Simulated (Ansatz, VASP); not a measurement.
Given: the input of a run of VASP 6.6.1 on Fe.

INCAR

```
  PREC = Accurate
  ENCUT = 520
  EDIFF = 1E-7
  ISMEAR = 0
  SIGMA = 0.013000000000000001
  LREAL = False
  LASPH = True
  NELM = 150
  ALGO = Normal
  ISIF = 2
  LWAVE = False
  LCHARG = True
  ISPIN = 2
  MAGMOM = 3
  LORBIT = 11
  LMAXMIX = 4
  GGA = PE
  LELF = True
  LVHAR = True
  NBANDS = 14
```

KPOINTS

```
regular mesh
0
Gamma
  13 13 13
```

The input POSCAR:

```
Fe
1.0
   -1.4430000000      1.4430000000      1.4430000000
    1.4430000000     -1.4430000000      1.4430000000
    1.4430000000      1.4430000000     -1.4430000000
Fe
1
Direct
    0.0000000000      0.0000000000      0.0000000000
```

Potentials or basis: VASP PAW PBE potentials, release 64 (Fe).

The run is started by

```sh
$ cat potpaw_PBE.64/Fe/POTCAR > POTCAR
$ mpirun -np 1 vasp_std > vasp.out
```

Translate it to Ansatz 0.2.0. Potentials there: Ansatz PAW.

As run (the cutoff follows the program's own potentials):

input.yaml

```yaml
crystal:
  lattice:
    - [-1.443, 1.443, 1.443]
    - [1.443, -1.443, 1.443]
    - [1.443, 1.443, -1.443]
  atoms:
    - { symbol: Fe, position: [0.0, 0.0, 0.0], spin: 3.0 }
hamiltonian:
  xc: pbe
  pseudopotentials: { kind: paw }
magnetization:
  spin_polarized: true
kpoints:
  mp_grid: { grid: [13, 13, 13] }
scf:
  occupations: { method: gaussian, width: 0.013 }
output:
  forces: true
  stress: true
  eigenvalues: true
```

Potentials or basis: Ansatz PAW.

The run is started by

```bash
$ ansatz run input.yaml --threads 2 --pin off --max-ram 5632MiB --backend cpu --events-out ev --progress --plain --runs-dir out
```

Both were run:

|  | VASP | Ansatz | Ansatz less VASP |
| --- | --- | --- | --- |
| gap on the k mesh at the Fermi level (eV) | none | none | - |
| pressure (GPa) | -9.2 | -9.6 | -0.48 |
| net moment per atom (μB) | 2.28 | 2.25 | -0.036 |
| size of the moment on the site where the two differ most (μB) | 2.29 | 2.31 | +0.013 |

Site moments also hang on the region over which each program counts them. A gap of «none» marks a metal or a gap that the smearing closes. VASP's potentials hold 8 valence electrons a cell and Ansatz's 16, so a difference there can come from the potentials and not from the codes.
